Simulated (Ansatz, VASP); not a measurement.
# MgO: VASP beside Ansatz

```
CELL_PARAMETERS angstrom
0.00000 2.13515 2.13515
2.13515 0.00000 2.13515
2.13515 2.13515 0.00000
ATOMIC_POSITIONS crystal
Mg 0.00000 0.00000 0.00000
O 0.49415 0.49415 0.50585
```

Change from the starting cell: all O atoms moved +0.025 Å, as atom 2 towards its neighbour atom 1 (Mg) at 2.135 Å.

Alike in both runs: task single point; functional r2SCAN; k mesh 10 × 10 × 10; occupations gaussian, width 0.05 eV; no spin polarisation.

|  | VASP | Ansatz |
| --- | --- | --- |
| version | VASP 6.6.1 | Ansatz 0.2.0 |
| potentials or method | VASP PAW PBE potentials, release 64 (Mg_sv, O), cutoff 660 eV | scalar-relativistic, plane waves, PAW |
| valence electrons in the cell | 16 | 16 |

Ansatz gave:

* gap on the k mesh at the Fermi level (eV): 5.22
* least direct gap on the mesh (eV): 5.22
* pressure (GPa): -7.0
* traceless stress, the component that is largest in VASP (GPa): 0.13
* rms of the force components (eV/Å): 0.065

Task: Estimate VASP's values.

Result: gap on the k mesh at the Fermi level (eV): 5.25; least direct gap on the mesh (eV): 5.25; pressure (GPa): -7.1; traceless stress, the component that is largest in VASP (GPa): 0.13; rms of the force components (eV/Å): 0.068.

VASP's potentials were made for PBE, not for r2SCAN. Atom by atom the forces differ by 0.003 eV/Å (rms over components). The functional is the same, so the differences come from potentials, cutoffs and numerics.
